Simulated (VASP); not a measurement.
# Si8N in VASP: single point with PBE

Aim: the single point of Si8N with PBE.

All numbers are computed with VASP 6.6.1; they aren't measurements. Logs are shortened: lines on timing, memory, paths and dates and some standing lists are left out, and cuts for length are marked.

### Step 1. The cell of the first run

The cell holds a slab with vacuum, 9 atoms: a = 3.851 Å, b = 6.365 Å, c = 19.753 Å, α = 90.00°, β = 90.00°, γ = 90.00°.

### Step 2. Single point, PBE, collinear spin, ferromagnetic start

INCAR

```
PREC = Accurate
ENCUT = 520
EDIFF = 1E-6
ISMEAR = 0
SIGMA = 0.05
LREAL = F
LASPH = T
NELM = 200
ALGO = Normal
ISIF = 2
LWAVE = F
LCHARG = F
ISPIN = 2
MAGMOM = 0 0 0 0 0 0 0 0 3
LORBIT = 11
LDIPOL = T
IDIPOL = 3
DIPOL = 0.5 0.5 0.328
GGA = PE
NBANDS = 32
GGA_COMPAT = F
NELMDL = -8
```

KPOINTS

```
Automatic mesh
0
Gamma
  7 4 1
```

POSCAR

```
Si8N
1.0
    3.8510822285      0.0000000000      0.0000000000
    0.0000000000      6.3646810443      0.0000000000
    0.0000000000      0.0000000000     19.7525435318
Si N
8 1
Direct
    0.0000000000      0.9370679282      0.2025055656
    0.0000000000      0.5629320718      0.2025055656
    0.5000000000      0.4370679282      0.2587875163
    0.5000000000      0.0629320718      0.2587875163
    0.5000000000      0.9333044702      0.3720589482
    0.5000000000      0.5666955298      0.3720589482
    0.0000000000      0.4259907587      0.4177964989
    0.0000000000      0.0740092413      0.4177964989
    0.3333333333      0.5926574254      0.4528108174
```

Potentials or basis: VASP PAW PBE potentials, release 64 (Si, N).

Started as:

```console
> cat potpaw_PBE.64/Si/POTCAR potpaw_PBE.64/N/POTCAR > POTCAR
> mpirun -np 1 vasp_std > vasp.out
```

OUTCAR:

```text
PREC = Accurate
   ENCUT = 520
   EDIFF = 1E-6
   ISMEAR = 0
   LREAL = F
   LASPH = T
   NELM = 200
   ISIF = 2
   ISPIN = 2
   LORBIT = 11
   GGA = PE
   NELMDL = -8

 ion  position               nearest neighbor table
   1  0.000  0.937  0.203-   4 2.36   4 2.36   2 2.38
   2  0.000  0.563  0.203-   3 2.36   3 2.36   1 2.38
   3  0.500  0.437  0.259-   2 2.36   2 2.36   4 2.38   6 2.38
   4  0.500  0.063  0.259-   1 2.36   1 2.36   3 2.38   5 2.38
   5  0.500  0.933  0.372-   8 2.31   8 2.31   6 2.33   4 2.38
   6  0.500  0.567  0.372-   9 1.73   7 2.31   7 2.31   5 2.33   3 2.38
   7  0.000  0.426  0.418-   9 1.80   8 2.24   6 2.31   6 2.31
   8  0.000  0.074  0.418-   7 2.24   5 2.31   5 2.31
   9  0.333  0.593  0.453-   6 1.73   7 1.80

  LATTYP: Found a simple orthorhombic cell.
 ALAT       =     3.8510822285
 B/A-ratio  =     1.6526993366
 C/A-ratio  =     5.1290890092

  Lattice vectors:

 A1 = (   3.8510822285,   0.0000000000,   0.0000000000)
 A2 = (   0.0000000000,   6.3646810443,   0.0000000000)
 A3 = (   0.0000000000,   0.0000000000,  19.7525435318)

Analysis of symmetry for initial positions (statically):
=====================================================================
 Subroutine PRICEL returns:
 Original cell was already a primitive cell.

 Routine SETGRP: Setting up the symmetry group for a
 simple orthorhombic supercell.

 Subroutine GETGRP returns: Found  1 space group operations
 (whereof  1 operations were pure point group operations)
 out of a pool of  8 trial point group operations.

The static configuration has the point symmetry C_1 .

Analysis of symmetry for dynamics (positions and initial velocities):
=====================================================================
 Subroutine PRICEL returns:
 Original cell was already a primitive cell.

 Routine SETGRP: Setting up the symmetry group for a
 simple orthorhombic supercell.

 Subroutine GETGRP returns: Found  1 space group operations
 (whereof  1 operations were pure point group operations)
 out of a pool of  8 trial point group operations.

The dynamic configuration has the point symmetry C_1 .

Analysis of structural, dynamic, and magnetic symmetry:
=====================================================================
 Subroutine PRICEL returns:
 Original cell was already a primitive cell.

 Routine SETGRP: Setting up the symmetry group for a
 simple orthorhombic supercell.

 Subroutine GETGRP returns: Found  1 space group operations
 (whereof  1 operations were pure point group operations)
 out of a pool of  8 trial point group operations.

The overall configuration has the point symmetry C_1 .

 Subroutine INISYM returns: Found  1 space group operations
 (whereof  1 operations are pure point group operations),
 and found     1 'primitive' translations

----------------------------------------------------------------------------------------

                                     Primitive cell

  volume of cell :     484.1528

  direct lattice vectors                    reciprocal lattice vectors
     3.851082229  0.000000000  0.000000000     0.259667268  0.000000000  0.000000000
     0.000000000  6.364681044  0.000000000     0.000000000  0.157117064  0.000000000
     0.000000000  0.000000000 19.752543532     0.000000000  0.000000000  0.050626391

  length of vectors
     3.851082229  6.364681044 19.752543532     0.259667268  0.157117064  0.050626391

  position of ions in fractional coordinates (direct lattice)
     0.000000000  0.937067928  0.202505566
     0.000000000  0.562932072  0.202505566
     0.500000000  0.437067928  0.258787516
     0.500000000  0.062932072  0.258787516
     0.500000000  0.933304470  0.372058948
     0.500000000  0.566695530  0.372058948
     0.000000000  0.425990759  0.417796499
     0.000000000  0.074009241  0.417796499
     0.333333333  0.592657425  0.452810817

  ion indices of the primitive-cell ions
   primitive index   ion index
                 1           1
                 2           2
                 3           3
                 4           4
                 5           5
                 6           6
                 7           7
                 8           8
                 9           9

----------------------------------------------------------------------------------------

 KPOINTS: Automatic mesh

Automatic generation of k-mesh.
 Grid dimensions read from file:
 generate k-points for:    7    4    1

 Generating k-lattice:

  Cartesian coordinates                     Fractional coordinates (reciprocal lattice)
     0.037095324  0.000000000  0.000000000     0.142857143  0.000000000  0.000000000
     0.000000000  0.039279266  0.000000000     0.000000000  0.250000000  0.000000000
     0.000000000  0.000000000  0.050626391     0.000000000  0.000000000  1.000000000

  Length of vectors
     0.037095324  0.039279266  0.050626391

  Shift w.r.t. Gamma in fractional coordinates (k-lattice)
     0.000000000  0.000000000  0.000000000

 Subroutine IBZKPT returns following result:
 ===========================================

 Found     15 irreducible k-points:

 Following reciprocal coordinates:
            Coordinates               Weight
  0.000000  0.000000  0.000000      1.000000
  0.142857  0.000000  0.000000      2.000000
  0.285714  0.000000  0.000000      2.000000
  0.428571  0.000000  0.000000      2.000000
  0.000000  0.250000  0.000000      2.000000
  0.142857  0.250000  0.000000      2.000000
  0.142857 -0.250000  0.000000      2.000000
  0.285714  0.250000  0.000000      2.000000
  0.285714 -0.250000  0.000000      2.000000
  0.428571  0.250000  0.000000      2.000000
  0.428571 -0.250000  0.000000      2.000000
  0.000000  0.500000  0.000000      1.000000
  0.142857  0.500000  0.000000      2.000000
  0.285714  0.500000  0.000000      2.000000
  0.428571  0.500000  0.000000      2.000000
   k-points           NKPTS =     15   k-points in BZ     NKDIM =     15   number of bands    NBANDS=     32
   number of dos      NEDOS =    301   number of ions     NIONS =      9
   total plane-waves  NPLWV = 216000
   dimension x,y,z NGX =    30 NGY =   48 NGZ =  150
   dimension x,y,z NGXF=    60 NGYF=   96 NGZF=  300
   ions per type =               8   1
   NGX,Y,Z   is equivalent  to a cutoff of  12.95, 12.54, 12.62 a.u.
   NGXF,Y,Z  is equivalent  to a cutoff of  25.90, 25.08, 25.25 a.u.
 SYSTEM =  unknown system
   PREC   = accura    normal or accurate (medium, high low for compatibility)
   ISTART =      0    job   : 0-new  1-cont  2-samecut
   ICHARG =      2    charge: 1-file 2-atom 10-const
   ISPIN  =      2    spin polarized calculation?
   LNONCOLLINEAR =      F non collinear calculations
   LSORBIT =      F    spin-orbit coupling
   LASPH  =      T    aspherical Exc in radial PAW
   ENCUT  =  520.0 eV  38.22 Ry    6.18 a.u.   7.16 11.83 36.73*2*pi/ulx,y,z
   NELM   =    200;   NELMIN=  2; NELMDL= -8     # of ELM steps
   EDIFF  = 0.1E-05   stopping-criterion for ELM
   LREAL  =      F    real-space projection
   EDIFFG = 0.1E-04   stopping-criterion for IOM
   NSW    =      0    number of steps for IOM
   IBRION =     -1    ionic relax: 0-MD 1-quasi-New 2-CG
   NFREE  =      0    steps in history (QN), initial steepest desc. (CG)
   ISIF   =      2    stress and relaxation
   ISYM   =      2    0-nonsym 1-usesym 2-fastsym
   POTIM  = 0.5000    time-step for ionic-motion
   TEBEG  =    0.0;   TEEND  =   0.0 temperature during run
   PSTRESS=    0.0 pullay stress
   NELECT =      37.0000    total number of electrons
   NUPDOWN=      -1.0000    fix difference up-down
   EMIN   =  10.00;   EMAX   =-10.00  energy-range for DOS
   EFERMI =   0.00;   METHOD = LEGACY
   ISMEAR =     0;   SIGMA  =   0.05  broadening in eV -4-tet -1-fermi 0-gaus
   EFERMI_NEDOS =   21; number of points for ismear=-14 and -15
   IALGO  =     38    algorithm
   IMIX   =      4    mixing-type and parameters
     AMIX     =   0.40;   BMIX     =  1.00
     AMIX_MAG =   1.60;   BMIX_MAG =  1.00
  volume/ion in A,a.u.               =      53.79       363.02
  Fermi-wavevector in a.u.,A,eV,Ry     =   0.694728  1.312845  6.566804  0.482647
  Thomas-Fermi vector in A             =   1.777302
   LORBIT       =     11    0 simple, 1 ext, 2 COOP (PROOUT), +10 PAW based schemes
   GGA     = PE    functional components
   LHFCALC =     F    Hartree Fock is set to
   AEXX    =    0.0000 exact exchange contribution
   IVDW    =     0    specifies the selected vdW correction
   LEPSILON=     F    determine dielectric tensor
   LRPA    =     F    only Hartree local field effects (RPA)
 spin polarized calculation
 Gauss-broadening in eV      SIGMA  =   0.05
  energy-cutoff  :      520.00
  volume of cell :      484.15
 maximum number of plane-waves:     13082
 NGX is ok and might be reduce to    30
   NGX = 15   NGY = 23   NGZ = 73

 dipolmoment           0.000000      0.000000     -0.263366 electrons x Angstroem

 number of electron      36.9999999 magnetization       0.0005469

 dipolmoment           0.000000      0.000000      0.073764 electrons x Angstroem

 Free energy of the ion-electron system (eV)
  ---------------------------------------------------
  ext. energy  EPLUGINS =         0.00000000
  ---------------------------------------------------
  free energy    TOTEN  =       -46.26863268 eV

  energy without entropy =      -46.26182888  energy(sigma->0) =      -46.26523078

 E-fermi :  -1.3588     XC(G=0):  -3.9962

 val. band max:       -1.3742524737   @ k =   0.2857  -0.2500   0.0000
 cond. band min:      -1.3541539797   @ k =   0.4286   0.2500   0.0000
 fundamental gap:      0.0200984940
 Fermi energy:        -1.3587626256

 spin component 1

 k-point     1 :       0.0000    0.0000    0.0000
  band No.  band energies     occupation
      1     -17.1174      1.00000
      2     -12.4597      1.00000
      3     -11.2823      1.00000
      4     -10.1364      1.00000
      5      -9.0774      1.00000
      6      -8.7728      1.00000
[... 484 lines left out ...]
     29       3.5486      0.00000
     30       3.6302      0.00000
 Fermi energy:        -1.3587626256

 spin component 2

 k-point     1 :       0.0000    0.0000    0.0000
  band No.  band energies     occupation
      1     -17.1173      1.00000
      2     -12.4597      1.00000
      3     -11.2822      1.00000
      4     -10.1363      1.00000
      5      -9.0773      1.00000
      6      -8.7728      1.00000
[... 484 lines left out ...]
     29       3.5486      0.00000
     30       3.6302      0.00000
 [bands above 30 left out]

------------------------ aborting loop because EDIFF is reached ----------------------------------------

 vacuum level on the upper side and lower side of the slab       (xc-potential included)         0.187        -0.368

  FORCE on cell =-STRESS in cart. coord.  units (eV):
  Direction    XX          YY          ZZ          XY          YZ          ZX
  --------------------------------------------------------------------------------------
  -------------------------------------------------------------------------------------
  Total        2.9299569     -0.3326484      0.7425829      0.1139174     -2.9865127     -2.3507924
  in kB        9.6959274     -1.1008129      2.4573843      0.3769800     -9.8830841     -7.7793335
  external PRESSURE =       3.6841662 kB  Pullay stress =       0.0000000 kB

 VOLUME and BASIS-vectors are now :
 -----------------------------------------------------------------------------
  energy-cutoff  :      520.00
  volume of cell :      484.15
      direct lattice vectors                 reciprocal lattice vectors
     3.851082229  0.000000000  0.000000000     0.259667268  0.000000000  0.000000000
     0.000000000  6.364681044  0.000000000     0.000000000  0.157117064  0.000000000
     0.000000000  0.000000000 19.752543532     0.000000000  0.000000000  0.050626391

 POSITION                                       TOTAL-FORCE (eV/Angst)
 -----------------------------------------------------------------------------------
      0.00000      5.96414      4.00000        -0.066826     -0.588649      0.583360
      0.00000      3.58288      4.00000        -0.125243      0.665321      0.556398
      1.92554      2.78180      5.11171        -0.209908     -0.147847     -0.582219
      1.92554      0.40054      5.11171         0.097999      0.145256     -0.771619
      1.92554      5.94019      7.34911         0.227497      0.218060     -0.448688
      1.92554      3.60684      7.34911         1.942934      1.306420     -1.035962
      0.00000      2.71130      8.25254         0.366021      0.938625      1.497600
      0.00000      0.47105      8.25254         0.020367     -0.670002      0.164810
      1.28369      3.77208      8.94417        -2.252842     -1.867183      0.036321
 -----------------------------------------------------------------------------------
    total drift:                               -0.000028     -0.000129     -0.000248

  FREE ENERGIE OF THE ION-ELECTRON SYSTEM (eV)
  ---------------------------------------------------
  free  energy   TOTEN  =       -46.2686326804 eV

  energy  without entropy=      -46.2618288823  energy(sigma->0) =      -46.26523078

 vacuum level on the upper side and lower side of the slab         4.014         3.453

 total charge

# of ion       s       p       d       tot
------------------------------------------
    1        0.796   0.832   0.000   1.627
    2        0.796   0.831   0.000   1.628
    3        0.766   0.884   0.000   1.650
    4        0.769   0.884   0.000   1.652
    5        0.773   0.912   0.000   1.684
    6        0.745   0.970   0.000   1.715
    7        0.775   0.899   0.000   1.674
    8        0.796   0.886   0.000   1.682
    9        1.311   2.346   0.000   3.657
--------------------------------------------------
tot          7.526   9.444   0.000  16.970

 magnetization (x)

# of ion       s       p       d       tot
------------------------------------------
    1        0.000   0.000   0.000   0.000
    2       -0.000  -0.000   0.000  -0.000
    3        0.000   0.000   0.000   0.000
    4        0.000   0.000   0.000   0.000
    5        0.000   0.000   0.000   0.000
    6       -0.000   0.000   0.000  -0.000
    7       -0.000   0.000   0.000   0.000
    8        0.000   0.000   0.000   0.000
    9        0.000   0.000   0.000   0.000
--------------------------------------------------
tot          0.000   0.000   0.000   0.000
```

Wall time 24 min (1 thread of Intel Xeon Platinum 8375C at 2.90GHz (Ice Lake), shared host); peak memory 0.86 GiB.

Results:

```
Free energy                                           : -46.2686 eV
Largest force                                         : 2.926 eV/Å
Net moment                                            : 0.00 μB per cell
Valence electrons inside the program's atomic spheres : Si 1.63, 1.65, 1.68, 1.72, 1.67 (each value once); N 3.66
```

Forces in eV/Å, atoms in the order of the input:
```
Si  -0.067 -0.589  0.583
Si  -0.125  0.665  0.556
Si  -0.210 -0.148 -0.582
Si   0.098  0.145 -0.772
Si   0.227  0.218 -0.449
Si   1.943  1.306 -1.036
Si   0.366  0.939  1.498
Si   0.020 -0.670  0.165
N   -2.253 -1.867  0.036
```
